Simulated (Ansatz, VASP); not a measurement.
Two plane-wave programs on AlGa5N6

Contents of INCAR:

```
SYSTEM = AlGa5N6
PREC     = Accurate       ! precision mode
ENCUT    = 520            ! plane-wave cutoff, eV
EDIFF    = 1E-7           ! SCF threshold, eV
ISMEAR   = 0              ! smearing method
SIGMA    = 0.1            ! smearing width, eV
LREAL    = .FALSE.        ! projectors in reciprocal space
LASPH    = .TRUE.         ! aspherical terms in the spheres
NELM     = 60             ! most SCF steps
ALGO     = Normal         ! electronic algorithm
ISIF     = 2              ! what is computed and relaxed
LWAVE    = .FALSE.        ! write WAVECAR
LCHARG   = .FALSE.        ! write CHGCAR
GGA      = PE             ! functional
NBANDS   = 61             ! bands
```

Contents of KPOINTS:

```
Automatic mesh
0
G
  6 6 2
  0 0 0
```

POSCAR

```
AlGa5N6
1.0
    3.4224354200      0.0000000000      0.0000000000
    0.0000000000      3.4224354200      0.0000000000
    0.0000000000      0.0000000000     14.5201637400
Al Ga N
1 5 6
Direct
    0.0000000000      0.0000000000      0.0000000000
    0.0000000000      0.0000000000      0.6666666700
    0.5000000000      0.5000000000      0.5000000000
    0.0000000000      0.0000000000      0.3333333300
    0.5000000000      0.5000000000      0.1666666700
    0.5000000000      0.5000000000      0.8333333300
    0.0000000000      0.0000000000      0.5000000000
    0.5000000000      0.5000000000      0.3333333300
    0.0000000000      0.0000000000      0.1666666700
    0.5000000000      0.5000000000      0.0000000000
    0.0000000000      0.0000000000      0.8333333300
    0.5000000000      0.5000000000      0.6666666700
```

Input for Ansatz:

```yaml
crystal:
  lattice:
    - [3.42243542, 0.0, 0.0]
    - [0.0, 3.42243542, 0.0]
    - [0.0, 0.0, 14.52016374]
  atoms:
    - { symbol: Al, position: [0.0, 0.0, 0.0] }
    - { symbol: Ga, position: [0.0, 0.0, 0.66666667] }
    - { symbol: Ga, position: [0.5, 0.5, 0.5] }
    - { symbol: Ga, position: [0.0, 0.0, 0.33333333] }
    - { symbol: Ga, position: [0.5, 0.5, 0.16666667] }
    - { symbol: Ga, position: [0.5, 0.5, 0.83333333] }
    - { symbol: "N", position: [0.0, 0.0, 0.5] }
    - { symbol: "N", position: [0.5, 0.5, 0.33333333] }
    - { symbol: "N", position: [0.0, 0.0, 0.16666667] }
    - { symbol: "N", position: [0.5, 0.5, 0.0] }
    - { symbol: "N", position: [0.0, 0.0, 0.83333333] }
    - { symbol: "N", position: [0.5, 0.5, 0.66666667] }
basis:
  ecutwfc: 420
kpoints:
  mp_grid: { grid: [6, 6, 2] }
hamiltonian:
  xc: pbe
scf:
  occupations: { method: gaussian, width: 0.1 }
  lower_state_search: "off"
output:
  forces: true
  stress: true
  eigenvalues: true
```

Alike in both runs: task single point; functional PBE; k mesh 6 × 6 × 2; occupations gaussian, width 0.1 eV; no spin polarisation.

|  | VASP | Ansatz |
| --- | --- | --- |
| version | VASP 6.6.1 | Ansatz 0.2.0 |
| potentials or method | VASP PAW PBE potentials, release 64 (Al, Ga_d, N), cutoff 520 eV | scalar-relativistic, plane waves, PAW |
| valence electrons in the cell | 98 | 98 |

Ansatz gave:

- gap on the k mesh at the Fermi level (eV): none
- rms of the force components (eV/Å): 0.097

Question: What did VASP give for the same quantities?

Answer: gap on the k mesh at the Fermi level (eV): none; rms of the force components (eV/Å): 0.098.

Atom by atom the forces differ by 0.002 eV/Å (rms over components). A gap of «none» marks a metal or a gap that the smearing closes.
